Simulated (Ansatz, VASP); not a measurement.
## Two plane-wave programs on BaTe

Contents of POSCAR:

```
BaTe
1.0
    0.0000000000      3.4100000000      3.4100000000
    3.4100000000      0.0000000000      3.4100000000
    3.4100000000      3.4100000000      0.0000000000
Ba Te
1 1
Direct
    0.0000000000      0.0000000000      0.0000000000
    0.5000000000      0.5000000000      0.5000000000
```

Contents of INCAR.step1:

```
PREC = Accurate
ENCUT = 520
ISMEAR = -1
SIGMA = 0.05
LREAL = F
LASPH = T
NELM = 80
NBANDS = 15
GGA = PE
ALGO = Normal
EDIFF = 1E-4
LWAVE = T
LCHARG = F
```

File INCAR.step2:

```
PREC = Accurate
ENCUT = 520
EDIFF = 1E-6
ISMEAR = -1
SIGMA = 0.05
LREAL = F
LASPH = T
NELM = 80
ALGO = Normal
ISIF = 2
LWAVE = F
LCHARG = T
METAGGA = R2SCAN
LMIXTAU = T
LELF = T
LVHAR = T
NBANDS = 15
ISTART = 1
```

File KPOINTS:

```
Automatic mesh
0
Gamma
  7 7 7
```

Contents of input.yaml:

```yaml
crystal:
  lattice:
    - [0.0, 3.41, 3.41]
    - [3.41, 0.0, 3.41]
    - [3.41, 3.41, 0.0]
  atoms:
    - { symbol: Ba, position: [0.0, 0.0, 0.0] }
    - { symbol: Te, position: [0.5, 0.5, 0.5] }
hamiltonian:
  xc: r2scan
  pseudopotentials: { kind: paw }
kpoints:
  mp_grid: { grid: [7, 7, 7] }
  band_path:
    path:
      - [[0.0, 0.0, 0.0], [0.5, 0.0, 0.5], [0.5, 0.25, 0.75], [0.375, 0.375, 0.75], [0.0, 0.0, 0.0], [0.5, 0.5, 0.5], [0.625, 0.25, 0.625], [0.5, 0.25, 0.75], [0.5, 0.5, 0.5], [0.375, 0.375, 0.75]]
      - [[0.625, 0.25, 0.625], [0.5, 0.0, 0.5]]
    npoints: 14
scf:
  occupations: { method: fermi_dirac, width: 0.05 }
  n_extra_bands: 6
output:
  forces: true
  stress: true
  eigenvalues: true
  fatbands: false
```

Alike in both runs: functional r2SCAN; k mesh 7 × 7 × 7; occupations fermi-dirac, width 0.05 eV; no spin polarisation.

```csv
,VASP,Ansatz
version,VASP 6.6.1,Ansatz 0.2.0
potentials or method,"VASP PAW PBE potentials, release 64 (Ba_sv, Te)",Ansatz PAW
plane-wave cutoff (eV),520,500
valence electrons in the cell,16,26
task,single point,band structure
```

VASP gave:

- gap on the k mesh at the Fermi level (eV): 1.74
- least direct gap on the mesh (eV): 2.12
- pressure (GPa): 4.5

**Question.** Estimate Ansatz's values.

**Answer.** gap on the k mesh at the Fermi level (eV): 1.83; least direct gap on the mesh (eV): 2.18; pressure (GPa): 4.0.

VASP's potentials were made for PBE, not for r2SCAN. VASP's potentials hold 16 valence electrons a cell and Ansatz's 26, so a difference there can come from the potentials and not from the codes.

Spin-orbit coupling is off throughout. Noted on Ansatz's run: the k mesh misses the band edges, so the gap on the mesh is wider than the one along the path.
